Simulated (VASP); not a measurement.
# SrAl3O2 (P-3m1) in VASP: notebook

The runs below take SrAl3O2 through single point, relaxation of cell and atoms, with PBE.

All numbers are computed with VASP 6.6.1; they aren't measurements. Logs are shortened: lines on timing, memory, paths and dates and some standing lists are left out, and cuts for length are marked.

### Step 1. The cell of the first run

Symmetry: P-3m1, No. 164, trigonal system. Conventional cell: a = 3.076 Å, b = 3.076 Å, c = 10.346 Å, α = 90.00°, β = 90.00°, γ = 120.00°. Within 3.6 Å of Sr (site symmetry -3m) lie 6 O at 2.71 Å and 6 Sr at 3.08 Å and 6 Al at 3.52 Å. Al (site symmetry 3m) has 3 O at 2.04 Å and 3 Al at 2.77 Å within 2.8 Å. Within 3.7 Å of Al (site symmetry -3m) lie 12 Al at 2.77 to 3.08 Å and 6 O at 3.60 Å. O (site symmetry 3m) has 3 Al at 2.04 Å and 3 Sr at 2.71 Å within 2.8 Å.

The cell was built from a structure type or drawn by symmetry, and may not be a known phase.

### Step 2. Single point, PBE, collinear spin, ferromagnetic start

The input, INCAR:

```
SYSTEM = SrAl3O2
PREC     = Accurate       ! precision mode
ENCUT    = 520            ! plane-wave cutoff, eV
EDIFF    = 1E-6           ! SCF threshold, eV
ISMEAR   = 0              ! smearing method
SIGMA    = 0.1            ! smearing width, eV
LREAL    = .False.        ! projectors in reciprocal space
LASPH    = .True.         ! aspherical terms in the spheres
NELM     = 150            ! most SCF steps
ALGO     = Normal         ! electronic algorithm
ISIF     = 2              ! what is computed and relaxed
LWAVE    = .False.        ! write WAVECAR
LCHARG   = .True.         ! write CHGCAR
ISPIN    = 2              ! spin polarisation
MAGMOM   = 0 0 0 0 1 1    ! initial moments
LORBIT   = 11             ! projections on sites
GGA      = PE             ! functional
LELF     = .True.         ! ELF
LVHAR    = .True.       
NBANDS   = 28             ! bands
```

The input, KPOINTS:

```
Automatic mesh
0
Gamma
  6 6 2
  0 0 0
```

The input, POSCAR:

```
SrAl3O2
1.0
    3.0757661325      0.0000000000      0.0000000000
   -1.5378830663      2.6636916069      0.0000000000
    0.0000000000      0.0000000000     10.3456784847
Sr Al O
1 3 2
Direct
    0.0000000000      0.0000000000      0.0000000000
    0.6666666667      0.3333333333      0.2939331153
    0.3333333333      0.6666666667      0.7060668847
    0.0000000000      0.0000000000      0.5000000000
    0.6666666667      0.3333333333      0.8027270804
    0.3333333333      0.6666666667      0.1972729196
```

Potentials or basis: VASP PAW PBE potentials, release 64 (Sr_sv, Al, O).

On the command line:

```sh
> cat potpaw_PBE.64/Sr_sv/POTCAR potpaw_PBE.64/Al/POTCAR potpaw_PBE.64/O/POTCAR > POTCAR
> mpirun -np 1 vasp_std > vasp.out
```

OUTCAR:

```text
SYSTEM = SrAl3O2
   PREC = Accurate
   ENCUT = 520
   EDIFF = 1E-6
   ISMEAR = 0
   LREAL = .False.
   LASPH = .True.
   NELM = 150
   ISIF = 2
   ISPIN = 2
   LORBIT = 11
   GGA = PE

 ion  position               nearest neighbor table
   1  0.000  0.000  0.000-   5 2.71   6 2.71   5 2.71   6 2.71   5 2.71   6 2.71   2 3.52   3 3.52
                             3 3.52   2 3.52   2 3.52   3 3.52
   2  0.667  0.333  0.294-   6 2.04   6 2.04   6 2.04   4 2.77   4 2.77   4 2.77   1 3.52   1 3.52
                             1 3.52
   3  0.333  0.667  0.706-   5 2.04   5 2.04   5 2.04   4 2.77   4 2.77   4 2.77   1 3.52   1 3.52
                             1 3.52
   4  0.000  0.000  0.500-   2 2.77   3 2.77   2 2.77   3 2.77   2 2.77   3 2.77
   5  0.667  0.333  0.803-   3 2.04   3 2.04   3 2.04   1 2.71   1 2.71   1 2.71
   6  0.333  0.667  0.197-   2 2.04   2 2.04   2 2.04   1 2.71   1 2.71   1 2.71

  LATTYP: Found a hexagonal cell.
 ALAT       =     3.0757661325
 C/A-ratio  =     3.3636102483

  Lattice vectors:

 A1 = (   3.0757661325,   0.0000000000,   0.0000000000)
 A2 = (  -1.5378830663,   2.6636916069,   0.0000000000)
 A3 = (   0.0000000000,   0.0000000000,  10.3456784847)

Analysis of symmetry for initial positions (statically):
=====================================================================
 Subroutine PRICEL returns:
 Original cell was already a primitive cell.

 Routine SETGRP: Setting up the symmetry group for a
 hexagonal supercell.

 Subroutine GETGRP returns: Found 12 space group operations
 (whereof 12 operations were pure point group operations)
 out of a pool of 24 trial point group operations.

The static configuration has the point symmetry D_3d.

Analysis of symmetry for dynamics (positions and initial velocities):
=====================================================================
 Subroutine PRICEL returns:
 Original cell was already a primitive cell.

 Routine SETGRP: Setting up the symmetry group for a
 hexagonal supercell.

 Subroutine GETGRP returns: Found 12 space group operations
 (whereof 12 operations were pure point group operations)
 out of a pool of 24 trial point group operations.

The dynamic configuration has the point symmetry D_3d.

Analysis of structural, dynamic, and magnetic symmetry:
=====================================================================
 Subroutine PRICEL returns:
 Original cell was already a primitive cell.

 Routine SETGRP: Setting up the symmetry group for a
 hexagonal supercell.

 Subroutine GETGRP returns: Found 12 space group operations
 (whereof 12 operations were pure point group operations)
 out of a pool of 24 trial point group operations.

The overall configuration has the point symmetry D_3d.

 Subroutine INISYM returns: Found 12 space group operations
 (whereof 12 operations are pure point group operations),
 and found     1 'primitive' translations

----------------------------------------------------------------------------------------

                                     Primitive cell

  volume of cell :      84.7610

  direct lattice vectors                    reciprocal lattice vectors
     3.075766133  0.000000000  0.000000000     0.325122248  0.187709418  0.000000000
    -1.537883066  2.663691607  0.000000000     0.000000000  0.375418835  0.000000000
     0.000000000  0.000000000 10.345678485     0.000000000  0.000000000  0.096658716

  length of vectors
     3.075766133  3.075766133 10.345678485     0.375418835  0.375418835  0.096658716

  position of ions in fractional coordinates (direct lattice)
     0.000000000  0.000000000  0.000000000
     0.666666667  0.333333333  0.293933115
     0.333333333  0.666666667  0.706066885
     0.000000000  0.000000000  0.500000000
     0.666666667  0.333333333  0.802727080
     0.333333333  0.666666667  0.197272920

  ion indices of the primitive-cell ions
   primitive index   ion index
                 1           1
                 2           2
                 3           3
                 4           4
                 5           5
                 6           6

----------------------------------------------------------------------------------------

 KPOINTS: Automatic mesh

Automatic generation of k-mesh.
[... 38 lines left out ...]
   number of dos      NEDOS =    301   number of ions     NIONS =      6
   total plane-waves  NPLWV =  46080
   dimension x,y,z NGX =    24 NGY =   24 NGZ =   80
   dimension x,y,z NGXF=    48 NGYF=   48 NGZF=  160
   ions per type =               1   3   2
   NGX,Y,Z   is equivalent  to a cutoff of  12.97, 12.97, 12.86 a.u.
   NGXF,Y,Z  is equivalent  to a cutoff of  25.94, 25.94, 25.71 a.u.
 SYSTEM =  SrAl3O2
   PREC   = accura    normal or accurate (medium, high low for compatibility)
   ISTART =      0    job   : 0-new  1-cont  2-samecut
   ICHARG =      2    charge: 1-file 2-atom 10-const
   ISPIN  =      2    spin polarized calculation?
   LNONCOLLINEAR =      F non collinear calculations
   LSORBIT =      F    spin-orbit coupling
   LASPH  =      T    aspherical Exc in radial PAW
   ENCUT  =  520.0 eV  38.22 Ry    6.18 a.u.   5.72  5.72 19.24*2*pi/ulx,y,z
   NELM   =    150;   NELMIN=  2; NELMDL= -5     # of ELM steps
   EDIFF  = 0.1E-05   stopping-criterion for ELM
   LREAL  =      F    real-space projection
   EDIFFG = 0.1E-04   stopping-criterion for IOM
   NSW    =      0    number of steps for IOM
   IBRION =     -1    ionic relax: 0-MD 1-quasi-New 2-CG
   NFREE  =      0    steps in history (QN), initial steepest desc. (CG)
   ISIF   =      2    stress and relaxation
   ISYM   =      2    0-nonsym 1-usesym 2-fastsym
   POTIM  = 0.5000    time-step for ionic-motion
   TEBEG  =    0.0;   TEEND  =   0.0 temperature during run
   PSTRESS=    0.0 pullay stress
   NELECT =      31.0000    total number of electrons
   NUPDOWN=      -1.0000    fix difference up-down
   EMIN   =  10.00;   EMAX   =-10.00  energy-range for DOS
   EFERMI =   0.00;   METHOD = LEGACY
   ISMEAR =     0;   SIGMA  =   0.10  broadening in eV -4-tet -1-fermi 0-gaus
   EFERMI_NEDOS =   21; number of points for ismear=-14 and -15
   IALGO  =     38    algorithm
   IMIX   =      4    mixing-type and parameters
     AMIX     =   0.40;   BMIX     =  1.00
     AMIX_MAG =   1.60;   BMIX_MAG =  1.00
  volume/ion in A,a.u.               =      14.13        95.33
  Fermi-wavevector in a.u.,A,eV,Ry     =   1.170748  2.212392 18.648828  1.370650
  Thomas-Fermi vector in A             =   2.307202
   LORBIT       =     11    0 simple, 1 ext, 2 COOP (PROOUT), +10 PAW based schemes
   GGA     = PE    functional components
   LHFCALC =     F    Hartree Fock is set to
   AEXX    =    0.0000 exact exchange contribution
   IVDW    =     0    specifies the selected vdW correction
   LEPSILON=     F    determine dielectric tensor
   LRPA    =     F    only Hartree local field effects (RPA)
 spin polarized calculation
 Gauss-broadening in eV      SIGMA  =   0.10
  energy-cutoff  :      520.00
  volume of cell :       84.76
 maximum number of plane-waves:      2307
 NGX is ok and might be reduce to    24
   NGX = 11   NGY = 11   NGZ = 39

 number of electron      30.9999992 magnetization       0.1333250

 Free energy of the ion-electron system (eV)
  ---------------------------------------------------
  ext. energy  EPLUGINS =         0.00000000
  ---------------------------------------------------
  free energy    TOTEN  =       -30.29026246 eV

  energy without entropy =      -30.27321651  energy(sigma->0) =      -30.28173948

 E-fermi :   7.9334     XC(G=0): -10.5866

 val. band max:        7.9276225219   @ k =   0.3333   0.1667   0.0000
 cond. band min:       7.9666230038   @ k =   0.1667  -0.0000   0.5000
 fundamental gap:      0.0390004818
 Fermi energy:         7.9333891841

 spin component 1

 k-point     1 :       0.0000    0.0000    0.0000
  band No.  band energies     occupation
      1     -28.5576      1.00000
      2     -13.7126      1.00000
      3     -13.3134      1.00000
      4     -10.1176      1.00000
      5      -9.2918      1.00000
      6      -9.2918      1.00000
[... 409 lines left out ...]
     26      13.6829      0.00000
     27      15.9957      0.00000
 Fermi energy:         7.9333891841

 spin component 2

 k-point     1 :       0.0000    0.0000    0.0000
  band No.  band energies     occupation
      1     -28.4618      1.00000
      2     -13.7099      1.00000
      3     -13.3227      1.00000
      4     -10.0483      1.00000
      5      -9.1942      1.00000
      6      -9.1942      1.00000
[... 409 lines left out ...]
     26      13.6460      0.00000
     27      16.0098      0.00000
 [bands above 27 left out]

------------------------ aborting loop because EDIFF is reached ----------------------------------------

  FORCE on cell =-STRESS in cart. coord.  units (eV):
  Direction    XX          YY          ZZ          XY          YZ          ZX
  --------------------------------------------------------------------------------------
  -------------------------------------------------------------------------------------
  Total       -0.1039050     -0.1039050     -0.2742112      0.0000000      0.0000000      0.0000000
  in kB       -1.9640425     -1.9640425     -5.1832197      0.0000000      0.0000000      0.0000000
  external PRESSURE =      -3.0371016 kB  Pullay stress =       0.0000000 kB

 VOLUME and BASIS-vectors are now :
 -----------------------------------------------------------------------------
  energy-cutoff  :      520.00
  volume of cell :       84.76
      direct lattice vectors                 reciprocal lattice vectors
     3.075766133  0.000000000  0.000000000     0.325122248  0.187709418  0.000000000
    -1.537883066  2.663691607  0.000000000     0.000000000  0.375418835  0.000000000
     0.000000000  0.000000000 10.345678485     0.000000000  0.000000000  0.096658716

 POSITION                                       TOTAL-FORCE (eV/Angst)
 -----------------------------------------------------------------------------------
      0.00000      0.00000      0.00000        -0.000000      0.000000      0.000000
      1.53788      0.88790      3.04094         0.000000      0.000000     -0.055810
     -0.00000      1.77579      7.30474        -0.000000      0.000000      0.055810
      0.00000      0.00000      5.17284        -0.000000      0.000000      0.000000
      1.53788      0.88790      8.30476         0.000000      0.000000     -0.128740
     -0.00000      1.77579      2.04092        -0.000000     -0.000000      0.128740
 -----------------------------------------------------------------------------------
    total drift:                                0.000000      0.000000      0.000000

  FREE ENERGIE OF THE ION-ELECTRON SYSTEM (eV)
  ---------------------------------------------------
  free  energy   TOTEN  =       -30.2902624599 eV

  energy  without entropy=      -30.2732165082  energy(sigma->0) =      -30.28173948

 total charge

# of ion       s       p       d       tot
------------------------------------------
    1        2.046   5.741   0.515   8.301
    2        0.370   0.320   0.000   0.690
    3        0.370   0.320   0.000   0.690
    4        0.429   0.350   0.000   0.780
    5        1.564   3.456   0.000   5.020
    6        1.564   3.456   0.000   5.020
--------------------------------------------------
tot          6.344  13.642   0.515  20.501

 magnetization (x)

# of ion       s       p       d       tot
------------------------------------------
    1        0.018   0.009   0.116   0.143
    2       -0.008  -0.006   0.000  -0.014
    3       -0.008  -0.006   0.000  -0.014
    4       -0.003  -0.008   0.000  -0.011
    5       -0.001  -0.004   0.000  -0.005
    6       -0.001  -0.004   0.000  -0.005
--------------------------------------------------
tot         -0.004  -0.019   0.116   0.093
```

Wall time 35 s (1 thread of Intel Xeon 6975P-C (Granite Rapids), shared host); peak memory 0.26 GiB.

Results:

- Free energy: -30.2903 eV
- Pressure: -0.3 GPa
- Largest force: 0.129 eV/Å
- Net moment: 0.13 μB per cell
- Site moments: Sr +0.14; Al -0.01; O -0.01 μB
- Valence electrons inside the program's atomic spheres: Sr 8.30; Al 0.69, 0.78 (each value once); O 5.02

Forces in eV/Å, atoms in the order of the input:
```
Sr   0.000  0.000  0.000
Al   0.000  0.000 -0.056
Al   0.000  0.000  0.056
Al   0.000  0.000  0.000
O    0.000  0.000 -0.129
O    0.000  0.000  0.129
```

Levels at points of the mesh, in eV from the Fermi level:
Spin up:
```
           k point  band 12  band 13  band 14  band 15  band 16  band 17  band 18  band 19  band 20  band 21
(0.00, 0.00, 0.00)    -5.28    -5.28    -4.06    -1.84    -0.42     1.30     3.09     3.16     3.16     6.60
(0.50, 0.00, 0.00)    -5.91    -4.64    -4.19    -1.81    -1.44    -0.86     2.02     3.20     3.59     4.14
(0.00, 0.00, 0.50)    -5.28    -5.28    -4.72    -1.02    -0.56     0.60     3.16     3.16     3.63     6.59
(0.50, 0.00, 0.50)    -5.91    -4.51    -4.35    -2.15    -1.17    -0.66     2.15     2.42     3.65     4.09
```
Spin down:
```csv
k point,band 14,band 15,band 16,band 17,band 18,band 19
"(0.00, 0.00, 0.00)",-4.09,-1.60,-0.16,1.31,3.09,3.47
"(0.50, 0.00, 0.00)",-4.26,-1.88,-1.13,-0.76,2.09,3.21
"(0.00, 0.00, 0.50)",-4.70,-0.59,-0.54,0.62,3.47,3.47
"(0.50, 0.00, 0.50)",-4.42,-2.16,-0.74,-0.73,2.23,2.40
```

Caveat: the k points lie up to 0.39 Å⁻¹ apart.

### Step 3. Relaxation of cell and atoms, PBE

This run uses another cell than the first one, of 18.50 Å³/atom.

The input, INCAR:

```
PREC = Accurate ; ENCUT = 600
EDIFF = 1E-7 ; ISMEAR = 0
SIGMA = 0.1 ; LREAL = F
LASPH = T ; NELM = 60
ALGO = Normal ; ISIF = 3
LWAVE = F ; LCHARG = F
GGA = PE ; IBRION = 2
NSW = 90 ; EDIFFG = -0.04
```

The input, KPOINTS:

```
Automatic mesh
0
Gamma
  6 6 4
```

The input, POSCAR:

```
SrAl3O2
1.0
    4.3060273700      0.0000000000      0.0000000000
   -2.1530136800      3.7291290900      0.0000000000
    0.0000000000      0.0000000000      6.9133184800
Sr Al O
1 3 2
Direct
    0.0000000000      0.0000000000      0.0000000000
    0.6666666700      0.3333333300      0.3575947000
    0.3333333300      0.6666666700      0.6424053000
    0.0000000000      0.0000000000      0.5000000000
    0.6666666700      0.3333333300      0.7436280300
    0.3333333300      0.6666666700      0.2563719700
```

Potentials or basis: VASP PAW PBE potentials, release 64 (Sr_sv, Al, O).

On the command line:

```sh
> cat potpaw_PBE.64/Sr_sv/POTCAR potpaw_PBE.64/Al/POTCAR potpaw_PBE.64/O/POTCAR > POTCAR
> mpirun -np 1 vasp_std > vasp.out
```

It took 12 min on 1 thread of Intel Xeon 6975P-C (Granite Rapids), shared host; peak memory 0.33 GiB.

The run converged. Its results:

```yaml
Free_energy: -30.0321 eV
Relaxed_volume: 13.92 Å³/atom
Relaxed_cell: a = 3.115 Å, b = 3.115 Å, c = 9.943 Å, α = 90.00°, β = 90.00°, γ = 120.00°
Space_group_after_relaxing_to_0.1_Å: P-3m1 (No. 164)
Energy_gained_by_relaxing: 765.3 meV/atom
Ionic_steps: 36
Pressure_after_relaxing: 0.1 GPa
Largest_force_after_relaxing: 0.019 eV/Å
Band_gap_on_the_k_mesh: zero (an odd number of electrons rules out a gap without spin polarisation)
```

Forces in eV/Å, atoms in the order of the input:
```
Sr   0.000  0.000  0.000
Al   0.000  0.000  0.019
Al   0.000  0.000 -0.019
Al   0.000  0.000  0.000
O    0.000  0.000 -0.002
O    0.000  0.000  0.002
```

The path:
| step | energy change (eV) | largest force (eV/Å) | pressure (GPa) | volume (Å³) |
| --- | --- | --- | --- | --- |
| 1 | 0.0000 | 1.2022 | -2.91 | 111.01 |
| 2 | -0.2297 | 1.3622 | -0.34 | 105.69 |
| 3 | -0.4952 | 1.9396 | 6.56 | 95.33 |
| 4 | 1.0532 | 2.3850 | 39.04 | 76.52 |
| 5 | -0.4835 | 2.0037 | 7.96 | 93.87 |
| 6 | -0.5744 | 1.9615 | 8.29 | 93.37 |
| 7 | -0.8103 | 1.6234 | 9.59 | 91.87 |
| 8 | -0.9747 | 1.2453 | 13.83 | 88.83 |
| 9 | -1.2551 | 1.2646 | 10.13 | 91.71 |
| 10 | -1.5842 | 1.4537 | 3.09 | 99.10 |
| 11 | -1.5993 | 1.4959 | 1.71 | 101.02 |
| 12 | -1.6984 | 1.3333 | 0.73 | 101.77 |
| 13 | -1.8772 | 0.8085 | -1.57 | 103.79 |
| 14 | -2.0417 | 0.6679 | -5.11 | 107.90 |
| 15 | -2.1392 | 0.6082 | -4.96 | 107.29 |
| 16 | -2.4211 | 0.7801 | -4.63 | 105.44 |
| 17 | -2.8827 | 1.1271 | -3.24 | 101.58 |
| 18 | -3.0333 | 1.2461 | 0.40 | 93.32 |
| 19 | -3.0672 | 1.1175 | -0.60 | 95.33 |
| 20 | -3.3982 | 1.0750 | -1.37 | 93.86 |
| 21 | -4.2034 | 1.3389 | -2.29 | 88.42 |
| 22 | -1.9623 | 1.7239 | 13.79 | 73.82 |
| 23 | -4.2629 | 1.4181 | -2.16 | 87.03 |
| 24 | -4.2696 | 1.4478 | -2.09 | 86.54 |
| 25 | -4.4724 | 0.8805 | 0.24 | 83.66 |
| 26 | -4.5252 | 0.3277 | 2.91 | 81.12 |
| 27 | -4.5264 | 0.3925 | 2.51 | 81.46 |
| 28 | -4.5640 | 0.2942 | -1.15 | 84.09 |
| 29 | -4.5642 | 0.2924 | -0.90 | 83.90 |
| 30 | -4.5872 | 0.1372 | -0.14 | 83.94 |
| 31 | -4.5875 | 0.1143 | -0.03 | 83.94 |
| 32 | -4.5876 | 0.1099 | -0.02 | 83.94 |
| 33 | -4.5895 | 0.0751 | -0.07 | 83.92 |
| 34 | -4.5909 | 0.0775 | -0.20 | 83.86 |
| 35 | -4.5911 | 0.0528 | -0.17 | 83.88 |
| 36 | -4.5917 | 0.0187 | 0.09 | 83.54 |

Final structure:
```
Sr Al O
1.0
     3.11464    0.00000    0.00000
    -1.55732    2.69736    0.00000
     0.00000    0.00000    9.94328
Sr Al O
1 3 2
Cartesian
  0.0000 0.0000 0.0000
  1.5573 0.8991 2.9300
  0.0000 1.7982 7.0133
  0.0000 0.0000 4.9716
  1.5573 0.8991 8.0245
  0.0000 1.7982 1.9188
```

Levels at points of the mesh, in eV from the Fermi level:
```tsv
k point	band 14	band 15	band 16	band 17	band 18	band 19
(0.00, 0.00, 0.00)	-3.80	-1.57	-0.15	1.30	3.20	3.20
(0.50, 0.00, 0.00)	-4.14	-1.72	-1.22	-0.76	2.57	3.18
(0.00, 0.00, 0.50)	-4.55	-0.54	-0.33	0.52	3.20	3.93
(0.50, 0.00, 0.50)	-4.35	-2.08	-0.89	-0.55	2.50	2.60
```

Caveat: the volume moved by over 15 % at a fixed basis, so the end points are rough; an odd number of electrons without spin polarisation forces a metal; a magnetic or distorted state may lie lower.

(Part 1 of 2 ends here.)
